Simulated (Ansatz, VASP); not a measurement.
**Two plane-wave programs on TaBr4**

```
CELL_PARAMETERS angstrom
4.80702 -5.64201 0.00000
4.80702 5.64201 0.00000
0.00000 0.00000 3.54881
ATOMIC_POSITIONS crystal
Ta 0.50000 0.50000 0.50000
Br 0.71890 0.28110 0.50000
Br 0.29620 0.29620 0.00000
Br 0.70380 0.70380 0.00000
Br 0.28110 0.71890 0.50000
```

Change from the starting cell: species swapped into the FeCl4 type (Cmmm, No. 65).

Alike in both runs: functional PBE; k mesh 6 × 6 × 10; occupations gaussian, width 0.1 eV; no spin polarisation.

Ansatz relaxed the structure, and its values are those at the end. VASP's run is a single point on that final structure, the one shown.

|  | VASP | Ansatz |
| --- | --- | --- |
| version | VASP 6.6.1 | Ansatz 0.2.0 |
| potentials or method | VASP PAW PBE potentials, release 64 (Ta_pv, Br), cutoff 520 eV | scalar-relativistic, plane waves, PAW |
| valence electrons in the cell | 39 | 41 |

```csv
,VASP,Ansatz,Ansatz less VASP
gap on the k mesh at the Fermi level (eV),none,none,-
pressure (GPa),0.0,0.0,-0.03
```

A gap of «none» marks a metal or a gap that the smearing closes. With one functional, cell and mesh, what is left measures potentials, basis and numerics. VASP's potentials hold 39 valence electrons a cell and Ansatz's 41, so a difference there can come from the potentials and not from the codes. Ansatz's warnings: xc potential rough in thin density.

Neither program's run includes spin-orbit coupling.
